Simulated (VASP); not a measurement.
# LiF (Fm-3m) in VASP: single point with HSE06

Aim: the single point of LiF with HSE06.

All numbers are computed with VASP 6.6.1; they aren't measurements. Logs are shortened: lines on timing, memory, paths and dates and some standing lists are left out, and cuts for length are marked.

### 1 The cell of the first run

It takes space group Fm-3m (No. 225, cubic). The conventional cell has a = 3.870 Å, b = 3.870 Å, c = 3.870 Å, α = 90.00°, β = 90.00°, γ = 90.00°. Within 2.6 Å of Li (site symmetry m-3m) lie 6 F at 1.94 Å. Within 2.6 Å of F (site symmetry m-3m) lie 6 Li at 1.94 Å.

### 2 Single point, HSE06 (strain -3.0%)

POSCAR reads:

```
LiF
1.0
    0.0000000000      1.9350255884      1.9350255884
    1.9350255884      0.0000000000      1.9350255884
    1.9350255884      1.9350255884      0.0000000000
Li F
1 1
Direct
    0.0000000000      0.0000000000      0.0000000000
    0.5000000000      0.5000000000      0.5000000000
```

INCAR.step1 reads:

```
PREC     = Accurate       # precision mode
ENCUT    = 650            # plane-wave cutoff, eV
EDIFF    = 1E-5           # SCF threshold, eV
ISMEAR   = 0              # smearing method
SIGMA    = 0.01           # smearing width, eV
LREAL    = F              # projectors in reciprocal space
LASPH    = T              # aspherical terms in the spheres
NELM     = 120            # most SCF steps
ALGO     = Normal         # electronic algorithm
ISIF     = 2              # what is computed and relaxed
LWAVE    = T              # write WAVECAR
NBANDS   = 12             # bands
GGA      = PE             # functional
GGA_COMPAT= F
```

INCAR.step2 reads:

```
PREC     = Accurate       # precision mode
ENCUT    = 650            # plane-wave cutoff, eV
EDIFF    = 1E-6           # SCF threshold, eV
ISMEAR   = 0              # smearing method
SIGMA    = 0.01           # smearing width, eV
LREAL    = F              # projectors in reciprocal space
LASPH    = T              # aspherical terms in the spheres
NELM     = 120            # most SCF steps
ALGO     = Normal         # electronic algorithm
ISIF     = 2              # what is computed and relaxed
LWAVE    = F              # write WAVECAR
LCHARG   = T              # write CHGCAR
GGA      = PE             # functional
LHFCALC  = T              # exact exchange
HFSCREEN = 0.2079         # screening, 1/A
PRECFOCK = Normal       
LELF     = T              # ELF
LVHAR    = T            
NBANDS   = 12             # bands
ISTART   = 1            
GGA_COMPAT= F
```

KPOINTS reads:

```
Automatic mesh
0
Gamma
  8 8 8
```

Potentials or basis: VASP PAW PBE potentials, release 64 (Li_sv, F).

Started as:

```bash
$ cat potpaw_PBE.64/Li_sv/POTCAR potpaw_PBE.64/F/POTCAR > POTCAR
$ cp INCAR.step1 INCAR
$ mpirun -np 1 vasp_std > vasp.out
$ cp INCAR.step2 INCAR
$ mpirun -np 1 vasp_std > vasp.out
```

OUTCAR:

```text
PREC = Accurate
   ENCUT = 650
   EDIFF = 1E-6
   ISMEAR = 0
   LREAL = F
   LASPH = T
   NELM = 120
   ISIF = 2
   GGA = PE
   LHFCALC = T
   HFSCREEN = 0.2079
   PRECFOCK = Normal
   ISTART = 1

 ion  position               nearest neighbor table
   1  0.000  0.000  0.000-   2 1.94   2 1.94   2 1.94   2 1.94   2 1.94   2 1.94
   2  0.500  0.500  0.500-   1 1.94   1 1.94   1 1.94   1 1.94   1 1.94   1 1.94

  LATTYP: Found a face centered cubic cell.
 ALAT       =     3.8700511768

  Lattice vectors:

 A1 = (   0.0000000000,   1.9350255884,   1.9350255884)
 A2 = (   1.9350255884,   0.0000000000,   1.9350255884)
 A3 = (   1.9350255884,   1.9350255884,   0.0000000000)

Analysis of symmetry for initial positions (statically):
=====================================================================
 Subroutine PRICEL returns:
 Original cell was already a primitive cell.

 Routine SETGRP: Setting up the symmetry group for a
 face centered cubic supercell.

 Subroutine GETGRP returns: Found 48 space group operations
 (whereof 48 operations were pure point group operations)
 out of a pool of 48 trial point group operations.

The static configuration has the point symmetry O_h .

Analysis of symmetry for dynamics (positions and initial velocities):
=====================================================================
 Subroutine PRICEL returns:
 Original cell was already a primitive cell.

 Routine SETGRP: Setting up the symmetry group for a
 face centered cubic supercell.

 Subroutine GETGRP returns: Found 48 space group operations
 (whereof 48 operations were pure point group operations)
 out of a pool of 48 trial point group operations.

The dynamic configuration has the point symmetry O_h .

 Subroutine INISYM returns: Found 48 space group operations
 (whereof 48 operations are pure point group operations),
 and found     1 'primitive' translations

----------------------------------------------------------------------------------------

                                     Primitive cell

  volume of cell :      14.4907

  direct lattice vectors                    reciprocal lattice vectors
     0.000000000  1.935025588  1.935025588    -0.258394516  0.258394516  0.258394516
     1.935025588  0.000000000  1.935025588     0.258394516 -0.258394516  0.258394516
     1.935025588  1.935025588  0.000000000     0.258394516  0.258394516 -0.258394516

  length of vectors
     2.736539431  2.736539431  2.736539431     0.447552430  0.447552430  0.447552430

  position of ions in fractional coordinates (direct lattice)
     0.000000000  0.000000000  0.000000000
     0.500000000  0.500000000  0.500000000

  ion indices of the primitive-cell ions
   primitive index   ion index
                 1           1
                 2           2

----------------------------------------------------------------------------------------

 KPOINTS: Automatic mesh

Automatic generation of k-mesh.
 Grid dimensions read from file:
 generate k-points for:    8    8    8

 Generating k-lattice:

  Cartesian coordinates                     Fractional coordinates (reciprocal lattice)
    -0.032299314  0.032299314  0.032299314     0.125000000  0.000000000  0.000000000
     0.032299314 -0.032299314  0.032299314     0.000000000  0.125000000  0.000000000
     0.032299314  0.032299314 -0.032299314     0.000000000  0.000000000  0.125000000

  Length of vectors
     0.055944054  0.055944054  0.055944054

  Shift w.r.t. Gamma in fractional coordinates (k-lattice)
     0.000000000  0.000000000  0.000000000

 Subroutine IBZKPT returns following result:
 ===========================================

 Found     29 irreducible k-points:

 Following reciprocal coordinates:
            Coordinates               Weight
  0.000000  0.000000  0.000000      1.000000
  0.125000  0.000000  0.000000      8.000000
  0.250000  0.000000  0.000000      8.000000
  0.375000  0.000000  0.000000      8.000000
  0.500000  0.000000  0.000000      4.000000
  0.125000  0.125000  0.000000      6.000000
[... 16 lines left out ...]
  0.500000  0.250000  0.125000     48.000000
 -0.375000  0.250000  0.125000     24.000000
 [... further k-points ...]
   k-points           NKPTS =     29   k-points in BZ     NKDIM =    512   number of bands    NBANDS=     12
   number of dos      NEDOS =    301   number of ions     NIONS =      2
   total plane-waves  NPLWV =  13824
   dimension x,y,z NGX =    24 NGY =   24 NGZ =   24
   dimension x,y,z NGXF=    48 NGYF=   48 NGZF=   48
   ions per type =               1   1
   NGX,Y,Z   is equivalent  to a cutoff of  14.58, 14.58, 14.58 a.u.
   NGXF,Y,Z  is equivalent  to a cutoff of  29.16, 29.16, 29.16 a.u.
 SYSTEM =  unknown system
   PREC   = accura    normal or accurate (medium, high low for compatibility)
   ISTART =      1    job   : 0-new  1-cont  2-samecut
   ICHARG =      0    charge: 1-file 2-atom 10-const
   ISPIN  =      1    spin polarized calculation?
   LNONCOLLINEAR =      F non collinear calculations
   LSORBIT =      F    spin-orbit coupling
   LASPH  =      T    aspherical Exc in radial PAW
   ENCUT  =  650.0 eV  47.77 Ry    6.91 a.u.   5.69  5.69  5.69*2*pi/ulx,y,z
   NELM   =    120;   NELMIN=  2; NELMDL=  0     # of ELM steps
   EDIFF  = 0.1E-05   stopping-criterion for ELM
   LREAL  =      F    real-space projection
   EDIFFG = 0.1E-04   stopping-criterion for IOM
   NSW    =      0    number of steps for IOM
   IBRION =     -1    ionic relax: 0-MD 1-quasi-New 2-CG
   NFREE  =      0    steps in history (QN), initial steepest desc. (CG)
   ISIF   =      2    stress and relaxation
   ISYM   =      3    0-nonsym 1-usesym 2-fastsym
   POTIM  = 0.5000    time-step for ionic-motion
   TEBEG  =    0.0;   TEEND  =   0.0 temperature during run
   PSTRESS=    0.0 pullay stress
   NELECT =      10.0000    total number of electrons
   NUPDOWN=      -1.0000    fix difference up-down
   EMIN   =  10.00;   EMAX   =-10.00  energy-range for DOS
   EFERMI =   0.00;   METHOD = LEGACY
   ISMEAR =     0;   SIGMA  =   0.01  broadening in eV -4-tet -1-fermi 0-gaus
   EFERMI_NEDOS =   21; number of points for ismear=-14 and -15
   IALGO  =     38    algorithm
   IMIX   =      1    mixing-type and parameters
     AMIX     =   0.40;   BMIX     =  1.00
     AMIX_MAG =   1.60;   BMIX_MAG =  1.00
  volume/ion in A,a.u.               =       7.25        48.89
  Fermi-wavevector in a.u.,A,eV,Ry     =   1.446699  2.733864 28.476142  2.092937
  Thomas-Fermi vector in A             =   2.564738
   LORBIT       =      0    0 simple, 1 ext, 2 COOP (PROOUT), +10 PAW based schemes
   GGA     = PE    functional components
   LHFCALC =     T    Hartree Fock is set to
   PRECFOCK=normal    Normal, Fast or Accurate (Low or Medium for compatibility)
   ENCUT4O =  -1.0   cutoff for four orbital integrals eV
   NKREDX  =     1    reduce k-point grid by
   NKREDY  =     1    reduce k-point grid by
   NKREDZ  =     1    reduce k-point grid by
   AEXX    =    0.2500 exact exchange contribution
   HFSCREEN=    0.2079 screening length (either q_TF or 0.3 A-1)
   HFSCREENC=   0.2079 screening length for correlation (either q_TF or 0.3 A-1)
   ENCUTFOCK=  -1.0 apply spherical cutoff to Coloumb kernel
   IVDW    =     0    specifies the selected vdW correction
   LEPSILON=     F    determine dielectric tensor
   LRPA    =     F    only Hartree local field effects (RPA)
 non-spin polarized calculation
 Gauss-broadening in eV      SIGMA  =   0.01
  energy-cutoff  :      650.00
  volume of cell :       14.49
 maximum number of plane-waves:       560
  NGX = 18; NGY = 18; NGZ = 18

 number of electron      10.0000005 magnetization

 Free energy of the ion-electron system (eV)
  ---------------------------------------------------
  ext. energy  EPLUGINS =         0.00000000
  ---------------------------------------------------
  free energy    TOTEN  =       -11.34353092 eV

  energy without entropy =      -11.34353092  energy(sigma->0) =      -11.34353092

 E-fermi :  -1.7759     XC(G=0):  -8.6374

 val. band max:       -1.9830938647   @ k =   0.0000   0.0000   0.0000
 cond. band min:      10.6330967819   @ k =   0.0000   0.0000   0.0000
 fundamental gap:     12.6161906466
 Fermi energy:        -1.7758662696

 k-point     1 :       0.0000    0.0000    0.0000
  band No.  band energies     occupation
      1     -44.7002      2.00000
      2     -23.9220      2.00000
      3      -1.9831      2.00000
      4      -1.9831      2.00000
      5      -1.9831      2.00000
      6      10.6331      0.00000
      7      26.1342      0.00000
      8      26.1342      0.00000
      9      26.1342      0.00000
     10      26.2946      0.00000
     11      26.2946      0.00000
     12      26.2946      0.00000

 k-point     2 :       0.1250    0.0000    0.0000
  band No.  band energies     occupation
      1     -44.6855      2.00000
      2     -23.8471      2.00000
      3      -2.4985      2.00000
      4      -2.0285      2.00000
      5      -2.0285      2.00000
      6      11.0754      0.00000
      7      22.2985      0.00000
      8      24.3098      0.00000
      9      24.3098      0.00000
     10      27.7176      0.00000
     11      27.7176      0.00000
     12      27.8607      0.00000

 k-point     3 :       0.2500    0.0000    0.0000
  band No.  band energies     occupation
      1     -44.6501      2.00000
      2     -23.6581      2.00000
      3      -3.6297      2.00000
      4      -2.1351      2.00000
      5      -2.1351      2.00000
      6      11.8072      0.00000
      7      19.6596      0.00000
      8      22.3034      0.00000
      9      22.3034      0.00000
     10      29.4816      0.00000
     11      29.7760      0.00000
     12      29.7760      0.00000
[... 286 lines left out ...]
 k-point    23 :       0.5000    0.2500    0.1250
  band No.  band energies     occupation
      1     -44.5974      2.00000
      2     -23.2881      2.00000
      3      -4.5678      2.00000
      4      -3.3715      2.00000
      5      -2.5056      2.00000
      6      13.7385      0.00000
      7      17.5409      0.00000
      8      20.8520      0.00000
      9      21.6471      0.00000
     10      27.9422      0.00000
     11      33.2553      0.00000
     12      35.8703      0.00000

 k-point    24 :      -0.3750    0.2500    0.1250
  band No.  band energies     occupation
      1     -44.5860      2.00000
      2     -23.2057      2.00000
      3      -4.8423      2.00000
      4      -3.5073      2.00000
      5      -2.5913      2.00000
      6      13.8182      0.00000
      7      17.4865      0.00000
      8      20.7141      0.00000
      9      21.3542      0.00000
     10      30.1167      0.00000
     11      31.3124      0.00000
     12      37.4843      0.00000

 [... further k-points ...]

------------------------ aborting loop because EDIFF is reached ----------------------------------------

  FORCE on cell =-STRESS in cart. coord.  units (eV):
  Direction    XX          YY          ZZ          XY          YZ          ZX
  --------------------------------------------------------------------------------------
  -------------------------------------------------------------------------------------
  Total        0.8236964      0.8236964      0.8236964      0.0000000      0.0000000     -0.0000000
  in kB       91.0725719     91.0725719     91.0725719      0.0000000      0.0000000     -0.0000000
  external PRESSURE =      91.0725719 kB  Pullay stress =       0.0000000 kB

 VOLUME and BASIS-vectors are now :
 -----------------------------------------------------------------------------
  energy-cutoff  :      650.00
  volume of cell :       14.49
      direct lattice vectors                 reciprocal lattice vectors
     0.000000000  1.935025588  1.935025588    -0.258394516  0.258394516  0.258394516
     1.935025588  0.000000000  1.935025588     0.258394516 -0.258394516  0.258394516
     1.935025588  1.935025588  0.000000000     0.258394516  0.258394516 -0.258394516

 POSITION                                       TOTAL-FORCE (eV/Angst)
 -----------------------------------------------------------------------------------
      0.00000      0.00000      0.00000        -0.000000      0.000000     -0.000000
      1.93503      1.93503      1.93503         0.000000      0.000000      0.000000
 -----------------------------------------------------------------------------------
    total drift:                               -0.000000     -0.000000     -0.000000

  FREE ENERGIE OF THE ION-ELECTRON SYSTEM (eV)
  ---------------------------------------------------
  free  energy   TOTEN  =       -11.3435309247 eV

  energy  without entropy=      -11.3435309247  energy(sigma->0) =      -11.34353092
```

Wall time 47 min (1 thread of Intel Xeon 8259CL, shared host); peak memory 0.25 GiB.

Results:

- Free energy: -11.3435 eV
- Pressure: 9.1 GPa
- Band gap on the k mesh: 12.62 eV

Caveat: the cell differs from its parent crystal (strain -3.0%); the cell stands under pressure; the PAW data sets were made with another functional, which shifts forces and pressure a little. A k mesh can miss the band edges.
